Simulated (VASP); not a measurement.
# WSe (F-43m) in VASP: settings compared, part 2 of 2

VASP 6.6.1.

## Step 4: Single point, r2SCAN

This run uses another cell than the first one, of 21.77 Å³/atom, 0.995 times its volume.

Contents of POSCAR:

```
WSe
1.0
    0.0000000000      2.7923343792      2.7923343792
    2.7923343792      0.0000000000      2.7923343792
    2.7923343792      2.7923343792      0.0000000000
W Se
1 1
Direct
    0.0000000000      0.0000000000      0.0000000000
    0.2500000000      0.2500000000      0.2500000000
```

Contents of INCAR.step1:

```
ALGO = Normal
EDIFF = 1E-4
ENCUT = 520
GGA = PE
ISMEAR = 0
LASPH = True
LCHARG = False
LREAL = False
LWAVE = True
NBANDS = 17
NELM = 80
PREC = Accurate
SIGMA = 0.1
```

Contents of INCAR.step2:

```
ALGO = Normal
EDIFF = 1E-7
ENCUT = 520
ISIF = 2
ISMEAR = 0
ISTART = 1
LASPH = True
LCHARG = False
LMIXTAU = True
LREAL = False
LWAVE = False
METAGGA = R2SCAN
NBANDS = 17
NELM = 80
PREC = Accurate
SIGMA = 0.1
```

Contents of KPOINTS:

```
k-points
0
Gamma
  14 14 14
```

Potentials or basis: VASP PAW PBE potentials, release 64 (W_sv, Se).

On the command line:

```
$ cat potpaw_PBE.64/W_sv/POTCAR potpaw_PBE.64/Se/POTCAR > POTCAR
$ cp INCAR.step1 INCAR
$ mpirun -np 1 vasp_std > vasp.out
$ cp INCAR.step2 INCAR
$ mpirun -np 1 vasp_std > vasp.out
```

OUTCAR:

```text
EDIFF = 1E-7
   ENCUT = 520
   ISIF = 2
   ISMEAR = 0
   ISTART = 1
   LASPH = True
   LREAL = False
   METAGGA = R2SCAN
   NELM = 80
   PREC = Accurate

 ion  position               nearest neighbor table
   1  0.000  0.000  0.000-   2 2.42   2 2.42   2 2.42   2 2.42
   2  0.250  0.250  0.250-   1 2.42   1 2.42   1 2.42   1 2.42

  LATTYP: Found a face centered cubic cell.
 ALAT       =     5.5846687584

  Lattice vectors:

 A1 = (   0.0000000000,   2.7923343792,   2.7923343792)
 A2 = (   2.7923343792,   0.0000000000,   2.7923343792)
 A3 = (   2.7923343792,   2.7923343792,   0.0000000000)

Analysis of symmetry for initial positions (statically):
=====================================================================
 Subroutine PRICEL returns:
 Original cell was already a primitive cell.

 Routine SETGRP: Setting up the symmetry group for a
 face centered cubic supercell.

 Subroutine GETGRP returns: Found 24 space group operations
 (whereof 24 operations were pure point group operations)
 out of a pool of 48 trial point group operations.

The static configuration has the point symmetry T_d .

Analysis of symmetry for dynamics (positions and initial velocities):
=====================================================================
 Subroutine PRICEL returns:
 Original cell was already a primitive cell.

 Routine SETGRP: Setting up the symmetry group for a
 face centered cubic supercell.

 Subroutine GETGRP returns: Found 24 space group operations
 (whereof 24 operations were pure point group operations)
 out of a pool of 48 trial point group operations.

The dynamic configuration has the point symmetry T_d .

 Subroutine INISYM returns: Found 24 space group operations
 (whereof 24 operations are pure point group operations),
 and found     1 'primitive' translations

[... 106 lines left out ...]
   NUPDOWN=      -1.0000    fix difference up-down
   EMIN   =  10.00;   EMAX   =-10.00  energy-range for DOS
   EFERMI =   0.00;   METHOD = LEGACY
   ISMEAR =     0;   SIGMA  =   0.10  broadening in eV -4-tet -1-fermi 0-gaus
   EFERMI_NEDOS =   21; number of points for ismear=-14 and -15
   IALGO  =     38    algorithm
   IMIX   =      4    mixing-type and parameters
     AMIX     =   0.40;   BMIX     =  1.00
     AMIX_MAG =   1.60;   BMIX_MAG =  1.00
  volume/ion in A,a.u.               =      21.77       146.93
  Fermi-wavevector in a.u.,A,eV,Ry     =   1.263109  2.386929 21.707329  1.595444
  Thomas-Fermi vector in A             =   2.396483
   LORBIT       =      0    0 simple, 1 ext, 2 COOP (PROOUT), +10 PAW based schemes
   METAGGA = R2SCAN    functional components
   LHFCALC =     F    Hartree Fock is set to
   AEXX    =    0.0000 exact exchange contribution
   IVDW    =     0    specifies the selected vdW correction
   LEPSILON=     F    determine dielectric tensor
   LRPA    =     F    only Hartree local field effects (RPA)
 non-spin polarized calculation
 Gauss-broadening in eV      SIGMA  =   0.10
  energy-cutoff  :      520.00
  volume of cell :       43.54
 maximum number of plane-waves:      1211
 NGX is ok and might be reduce to    30
   NGX = 15   NGY = 15   NGZ = 15

 number of electron      20.0000000 magnetization

 Free energy of the ion-electron system (eV)
  ---------------------------------------------------
  ext. energy  EPLUGINS =         0.00000000
  ---------------------------------------------------
  free energy    TOTEN  =       -63.62343910 eV

  energy without entropy =      -63.61118034  energy(sigma->0) =      -63.61730972

 E-fermi :   6.4560     XC(G=0): -11.3201

 val. band max:        6.4542529793   @ k =  -0.4286   0.1429   0.0714
 cond. band min:       6.4565391827   @ k =   0.2857   0.2857   0.0000
 fundamental gap:      0.0022862034
 Fermi energy:         6.4560205088

 k-point     1 :       0.0000    0.0000    0.0000
  band No.  band energies     occupation
      1     -69.3794      2.00000
      2     -33.0524      2.00000
      3     -33.0524      2.00000
      4     -33.0524      2.00000
      5      -9.7735      2.00000
      6       0.7116      2.00000
[... 457 lines left out ...]
      4     -33.0604      2.00000
      5      -9.2621      2.00000
      6      -0.1306      2.00000
[... 9 lines left out ...]
     16      14.6337      0.00000
     17      15.3714      0.00000

 [... further k-points ...]
[... 5 lines left out ...]
  --------------------------------------------------------------------------------------
  -------------------------------------------------------------------------------------
  Total        0.5937803      0.5937803      0.5937803      0.0000000     -0.0000000     -0.0000000
  in kB       21.8476177     21.8476177     21.8476177      0.0000000     -0.0000000     -0.0000000
  external PRESSURE =      21.8476177 kB  Pullay stress =       0.0000000 kB

 VOLUME and BASIS-vectors are now :
 -----------------------------------------------------------------------------
  energy-cutoff  :      520.00
  volume of cell :       43.54
      direct lattice vectors                 reciprocal lattice vectors
     0.000000000  2.792334379  2.792334379    -0.179061650  0.179061650  0.179061650
     2.792334379  0.000000000  2.792334379     0.179061650 -0.179061650  0.179061650
     2.792334379  2.792334379  0.000000000     0.179061650  0.179061650 -0.179061650

 POSITION                                       TOTAL-FORCE (eV/Angst)
 -----------------------------------------------------------------------------------
      0.00000      0.00000      0.00000        -0.000000     -0.000000     -0.000000
      1.39617      1.39617      1.39617         0.000000      0.000000      0.000000
 -----------------------------------------------------------------------------------
    total drift:                                0.000000      0.000000     -0.000000

  FREE ENERGIE OF THE ION-ELECTRON SYSTEM (eV)
  ---------------------------------------------------
  free  energy   TOTEN  =       -63.6234390969 eV

  energy  without entropy=      -63.6111803373  energy(sigma->0) =      -63.61730972
```

OUTCAR.step1:

```text
EDIFF = 1E-4
   ENCUT = 520
   GGA = PE
   ISMEAR = 0
   LASPH = True
[... 701 lines left out ...]
 -----------------------------------------------------------------------------------
      0.00000      0.00000      0.00000         0.000000     -0.000000      0.000000
      1.39617      1.39617      1.39617        -0.000000      0.000000     -0.000000
 -----------------------------------------------------------------------------------
    total drift:                               -0.000000     -0.000000     -0.000000

  FREE ENERGIE OF THE ION-ELECTRON SYSTEM (eV)
  ---------------------------------------------------
  free  energy   TOTEN  =       -14.3834865845 eV

  energy  without entropy=      -14.3697761854  energy(sigma->0) =      -14.37663138
```

OSZICAR.step1:

```text
N       E                     dE             d eps       ncg     rms          rms(c)
DAV:   1     0.145037879972E+03    0.14504E+03   -0.10093E+04  3536   0.117E+03
DAV:   2    -0.948149066338E+01   -0.15452E+03   -0.15057E+03  4304   0.318E+02
DAV:   3    -0.147401368999E+02   -0.52586E+01   -0.51996E+01  4128   0.558E+01
DAV:   4    -0.147877541644E+02   -0.47617E-01   -0.47580E-01  4167   0.591E+00
DAV:   5    -0.147882853698E+02   -0.53121E-03   -0.53120E-03  4066   0.637E-01    0.165E+01
DAV:   6    -0.144067168190E+02    0.38157E+00   -0.11578E+00  3671   0.825E+00    0.682E+00
DAV:   7    -0.143887017932E+02    0.18015E-01   -0.39901E-02  3627   0.149E+00    0.320E+00
DAV:   8    -0.143834308198E+02    0.52710E-02   -0.76244E-03  4056   0.692E-01    0.200E-01
DAV:   9    -0.143834865845E+02   -0.55765E-04   -0.17274E-04  3142   0.107E-01
   1 F= -.14383487E+02 E0= -.14376631E+02  d E =-.137104E-01
```

It took 2.1 min on 1 thread of Intel Xeon 6975P-C (Granite Rapids), shared host; peak memory 0.23 GiB.

Results:

```
Free energy            : -63.6234 eV
Pressure               : 2.2 GPa
Band gap on the k mesh : zero (band 10 reaches 6.69 eV, above the bottom of band 11 at 6.36 eV)
```

Levels at points of the mesh, in eV from the Fermi level:
| k point | band 8 | band 9 | band 10 | band 11 | band 12 | band 13 |
| --- | --- | --- | --- | --- | --- | --- |
| (0.00, 0.00, 0.00) | -5.74 | -0.61 | -0.61 | 0.92 | 5.09 | 5.09 |
| (0.50, 0.00, 0.00) | -5.33 | -0.15 | -0.15 | -0.09 | 2.58 | 2.58 |
| (0.50, 0.50, 0.00) | -4.58 | -1.79 | -0.46 | 0.47 | 1.03 | 1.03 |

Caveat: the PAW data sets were made with another functional, which shifts forces and pressure a little; spin-orbit coupling is left out, which moves the levels of the heavy elements.

## Step 5: Single point, PBEsol+U

This run uses another cell than the first one, of 21.77 Å³/atom, 0.995 times its volume.

Contents of INCAR:

```
SYSTEM = WSe
PREC = Accurate
ENCUT = 520
EDIFF = 1E-7
ISMEAR = 0
SIGMA = 0.05
LREAL = .FALSE.
LASPH = .TRUE.
NELM = 150
ALGO = Normal
ISIF = 2
LWAVE = .FALSE.
LCHARG = .TRUE.
LMAXMIX = 4
LDAU = .TRUE.
LDAUTYPE = 2
LDAUL = 2 -1
LDAUU = 4 0
LDAUJ = 0 0
LDAUPRINT = 1
GGA = PS
LELF = .TRUE.
LVHAR = .TRUE.
NBANDS = 17
```

Contents of KPOINTS:

```
Automatic mesh
0
G
  14 14 14
  0 0 0
```

POSCAR is that of step 4.

Potentials or basis: VASP PAW PBE potentials, release 64 (W_sv, Se).

On the command line:

```
$ cat potpaw_PBE.64/W_sv/POTCAR potpaw_PBE.64/Se/POTCAR > POTCAR
$ mpirun -np 1 vasp_std > vasp.out
```

OUTCAR:

```text
SYSTEM = WSe
   PREC = Accurate
   ENCUT = 520
   EDIFF = 1E-7
   ISMEAR = 0
   LREAL = .FALSE.
   LASPH = .TRUE.
   NELM = 150
   ISIF = 2
   GGA = PS

 ion  position               nearest neighbor table
   1  0.000  0.000  0.000-   2 2.42   2 2.42   2 2.42   2 2.42
   2  0.250  0.250  0.250-   1 2.42   1 2.42   1 2.42   1 2.42

  LATTYP: Found a face centered cubic cell.
 ALAT       =     5.5846687584

  Lattice vectors:

 A1 = (   0.0000000000,   2.7923343792,   2.7923343792)
 A2 = (   2.7923343792,   0.0000000000,   2.7923343792)
 A3 = (   2.7923343792,   2.7923343792,   0.0000000000)

Analysis of symmetry for initial positions (statically):
=====================================================================
 Subroutine PRICEL returns:
 Original cell was already a primitive cell.

 Routine SETGRP: Setting up the symmetry group for a
 face centered cubic supercell.

 Subroutine GETGRP returns: Found 24 space group operations
 (whereof 24 operations were pure point group operations)
 out of a pool of 48 trial point group operations.

The static configuration has the point symmetry T_d .

Analysis of symmetry for dynamics (positions and initial velocities):
=====================================================================
 Subroutine PRICEL returns:
 Original cell was already a primitive cell.

 Routine SETGRP: Setting up the symmetry group for a
 face centered cubic supercell.

 Subroutine GETGRP returns: Found 24 space group operations
 (whereof 24 operations were pure point group operations)
 out of a pool of 48 trial point group operations.

The dynamic configuration has the point symmetry T_d .

 Subroutine INISYM returns: Found 24 space group operations
 (whereof 24 operations are pure point group operations),
 and found     1 'primitive' translations

----------------------------------------------------------------------------------------

                                     Primitive cell

  volume of cell :      43.5444

  direct lattice vectors                    reciprocal lattice vectors
     0.000000000  2.792334379  2.792334379    -0.179061650  0.179061650  0.179061650
     2.792334379  0.000000000  2.792334379     0.179061650 -0.179061650  0.179061650
     2.792334379  2.792334379  0.000000000     0.179061650  0.179061650 -0.179061650

  length of vectors
     3.948957150  3.948957150  3.948957150     0.310143875  0.310143875  0.310143875

  position of ions in fractional coordinates (direct lattice)
     0.000000000  0.000000000  0.000000000
     0.250000000  0.250000000  0.250000000

  ion indices of the primitive-cell ions
   primitive index   ion index
                 1           1
                 2           2

----------------------------------------------------------------------------------------

 KPOINTS: Automatic mesh

Automatic generation of k-mesh.
 Grid dimensions read from file:
[... 78 lines left out ...]
   EMIN   =  10.00;   EMAX   =-10.00  energy-range for DOS
   EFERMI =   0.00;   METHOD = LEGACY
   ISMEAR =     0;   SIGMA  =   0.05  broadening in eV -4-tet -1-fermi 0-gaus
   EFERMI_NEDOS =   21; number of points for ismear=-14 and -15
   IALGO  =     38    algorithm
   IMIX   =      4    mixing-type and parameters
     AMIX     =   0.40;   BMIX     =  1.00
     AMIX_MAG =   1.60;   BMIX_MAG =  1.00
  volume/ion in A,a.u.               =      21.77       146.93
  Fermi-wavevector in a.u.,A,eV,Ry     =   1.263109  2.386929 21.707329  1.595444
  Thomas-Fermi vector in A             =   2.396483
   LORBIT       =      0    0 simple, 1 ext, 2 COOP (PROOUT), +10 PAW based schemes
 LDA+U is selected, type is set to LDAUTYPE =  2
   angular momentum for each species LDAUL =     2   -1
   U (eV)           for each species LDAUU =   4.0  0.0
   J (eV)           for each species LDAUJ =   0.0  0.0
   GGA     = PS    functional components
   LHFCALC =     F    Hartree Fock is set to
   AEXX    =    0.0000 exact exchange contribution
   IVDW    =     0    specifies the selected vdW correction
   LEPSILON=     F    determine dielectric tensor
   LRPA    =     F    only Hartree local field effects (RPA)
 non-spin polarized calculation
 Gauss-broadening in eV      SIGMA  =   0.05
  energy-cutoff  :      520.00
  volume of cell :       43.54
 maximum number of plane-waves:      1211
 NGX is ok and might be reduce to    30
   NGX = 15   NGY = 15   NGZ = 15

atom =   1  type =  1  l = 2

 onsite density matrix

spin component  1

  0.3152  0.0000 -0.0000 -0.0000  0.0000
  0.0000  0.3152  0.0000  0.0000 -0.0000
 -0.0000  0.0000  0.4163  0.0000  0.0000
 -0.0000  0.0000  0.0000  0.3152 -0.0000
  0.0000 -0.0000  0.0000 -0.0000  0.4163

spin component  2

  0.3152  0.0000 -0.0000 -0.0000  0.0000
  0.0000  0.3152  0.0000  0.0000 -0.0000
 -0.0000  0.0000  0.4163  0.0000  0.0000
 -0.0000  0.0000  0.0000  0.3152 -0.0000
  0.0000 -0.0000  0.0000 -0.0000  0.4163

 occupancies and eigenvectors

  o =  0.3152  v =  0.0000  0.1842  0.0000 -0.9829  0.0000  0.0000  0.0000  0.0000  0.0000  0.0000      0.0000  0.0000  0.0000  0.0000  0.0000  0.0000  0.0000  0.0000  0.0000  0.0000
  o =  0.3152  v =  0.0000  0.0000  0.0000  0.0000  0.0000  0.0000  0.1842  0.0000 -0.9829  0.0000      0.0000  0.0000  0.0000  0.0000  0.0000  0.0000  0.0000  0.0000  0.0000  0.0000
  o =  0.3152  v =  1.0000  0.0000  0.0000  0.0000  0.0000  0.0000  0.0000  0.0000  0.0000  0.0000      0.0000  0.0000  0.0000  0.0000  0.0000  0.0000  0.0000  0.0000  0.0000  0.0000
  o =  0.3152  v =  0.0000  0.0000  0.0000  0.0000  0.0000  1.0000  0.0000  0.0000  0.0000  0.0000      0.0000  0.0000  0.0000  0.0000  0.0000  0.0000  0.0000  0.0000  0.0000  0.0000
  o =  0.3152  v =  0.0000 -0.9829 -0.0000 -0.1842  0.0000  0.0000  0.0000  0.0000  0.0000  0.0000      0.0000  0.0000  0.0000  0.0000  0.0000  0.0000  0.0000  0.0000  0.0000  0.0000
  o =  0.3152  v =  0.0000  0.0000  0.0000  0.0000  0.0000  0.0000 -0.9829 -0.0000 -0.1842  0.0000      0.0000  0.0000  0.0000  0.0000  0.0000  0.0000  0.0000  0.0000  0.0000  0.0000
  o =  0.4163  v =  0.0000  0.0000 -0.2060  0.0000  0.9786  0.0000  0.0000  0.0000  0.0000  0.0000      0.0000  0.0000  0.0000  0.0000  0.0000  0.0000  0.0000  0.0000  0.0000  0.0000
  o =  0.4163  v =  0.0000  0.0000  0.0000  0.0000  0.0000  0.0000  0.0000 -0.2060  0.0000  0.9786      0.0000  0.0000  0.0000  0.0000  0.0000  0.0000  0.0000  0.0000  0.0000  0.0000
  o =  0.4163  v =  0.0000 -0.0000  0.9786  0.0000  0.2060  0.0000  0.0000  0.0000  0.0000  0.0000      0.0000  0.0000  0.0000  0.0000  0.0000  0.0000  0.0000  0.0000  0.0000  0.0000
  o =  0.4163  v =  0.0000  0.0000  0.0000  0.0000  0.0000  0.0000 -0.0000  0.9786  0.0000  0.2060      0.0000  0.0000  0.0000  0.0000  0.0000  0.0000  0.0000  0.0000  0.0000  0.0000

 number of electron      20.0000000 magnetization

 Free energy of the ion-electron system (eV)
  ---------------------------------------------------
  ext. energy  EPLUGINS =         0.00000000
  ---------------------------------------------------
  free energy    TOTEN  =       -10.99528631 eV

  energy without entropy =      -10.99157156  energy(sigma->0) =      -10.99342893

 E-fermi :   6.4847     XC(G=0): -10.8336

 val. band max:        6.4751158116   @ k =   0.2857   0.2857   0.0000
 cond. band min:       6.4872257226   @ k =  -0.4286   0.2143   0.0000
 fundamental gap:      0.0121099110
 Fermi energy:         6.4846662790

 k-point     1 :       0.0000    0.0000    0.0000
  band No.  band energies     occupation
      1     -67.8992      2.00000
      2     -32.1615      2.00000
      3     -32.1615      2.00000
      4     -32.1615      2.00000
      5      -9.0823      2.00000
      6       1.1790      2.00000
[... 457 lines left out ...]
      4     -32.1685      2.00000
      5      -8.5716      2.00000
      6       0.2179      2.00000
[... 9 lines left out ...]
     16      14.1830      0.00000
     17      14.8438      0.00000

 [... further k-points ...]
[... 5 lines left out ...]
  --------------------------------------------------------------------------------------
  -------------------------------------------------------------------------------------
  Total        1.0426287      1.0426287      1.0426287      0.0000000      0.0000000      0.0000000
  in kB       38.3625972     38.3625972     38.3625972      0.0000000      0.0000000      0.0000000
  external PRESSURE =      38.3625972 kB  Pullay stress =       0.0000000 kB

 VOLUME and BASIS-vectors are now :
 -----------------------------------------------------------------------------
  energy-cutoff  :      520.00
  volume of cell :       43.54
      direct lattice vectors                 reciprocal lattice vectors
     0.000000000  2.792334379  2.792334379    -0.179061650  0.179061650  0.179061650
     2.792334379  0.000000000  2.792334379     0.179061650 -0.179061650  0.179061650
     2.792334379  2.792334379  0.000000000     0.179061650  0.179061650 -0.179061650

 POSITION                                       TOTAL-FORCE (eV/Angst)
 -----------------------------------------------------------------------------------
      0.00000      0.00000      0.00000        -0.000000      0.000000      0.000000
      1.39617      1.39617      1.39617         0.000000     -0.000000     -0.000000
 -----------------------------------------------------------------------------------
    total drift:                                0.000000      0.000000      0.000000

  FREE ENERGIE OF THE ION-ELECTRON SYSTEM (eV)
  ---------------------------------------------------
  free  energy   TOTEN  =       -10.9952863056 eV

  energy  without entropy=      -10.9915715559  energy(sigma->0) =      -10.99342893
```

Run time: 32 s. Hardware: 1 thread of Intel Xeon 6975P-C (Granite Rapids), shared host; peak memory 0.22 GiB.

Results:

| Property | Result |
| --- | --- |
| Free energy | -10.9953 eV |
| Pressure | 3.8 GPa |
| Band gap on the k mesh | zero (band 10 reaches 6.69 eV, above the bottom of band 11 at 6.38 eV) |

Eigenvalues of the final occupation matrices:
| site | spin | trace | eigenvalues |
| --- | --- | --- | --- |
| site 1 d | 1 | 1.78 | 0.32 0.32 0.32 0.42 0.42 |
| site 1 d | 2 | 1.78 | 0.32 0.32 0.32 0.42 0.42 |

Caveat: the PAW data sets were made with another functional, which shifts forces and pressure a little; spin-orbit coupling is left out, which moves the levels of the heavy elements; U without spin polarisation on a metal has little footing.

## Step 6: The runs side by side

```tsv
task	level	spin	U	cell	k mesh	cutoff (eV)	smearing	gap on the mesh (eV)	pressure (GPa)	moment (μB)
single point	PBEsol	collinear, ferromagnetic start	-	a = 3.955 Å, angles 60.0°, 2 atoms	6 × 6 × 6	520	gaussian 0.1 eV	none	-0.1	0.19
relaxation of cell and atoms	PBEsol	collinear, ferromagnetic start	-	relaxed from a = 3.788 Å, angles 60.0°, 2 atoms	6 × 6 × 6	600	gaussian 0.1 eV	none	-0.3	0.00
single point	r2SCAN	off	-	a = 3.949 Å, angles 60.0°, 2 atoms	14 × 14 × 14	520	gaussian 0.1 eV	none	2.2	-
single point	PBEsol+U	off	W d U = 4.0 eV	a = 3.949 Å, angles 60.0°, 2 atoms	14 × 14 × 14	520	gaussian 0.05 eV	none	3.8	-
```

Alike in all rows: potentials or basis VASP PAW PBE potentials, release 64 (W_sv, Se).

Caveats: the PAW data sets were made with another functional, which shifts forces and pressure a little; spin-orbit coupling is left out, which moves the levels of the heavy elements; U without spin polarisation on a metal has little footing (some runs).

Absolute energies hang on the potentials; compare differences alone.
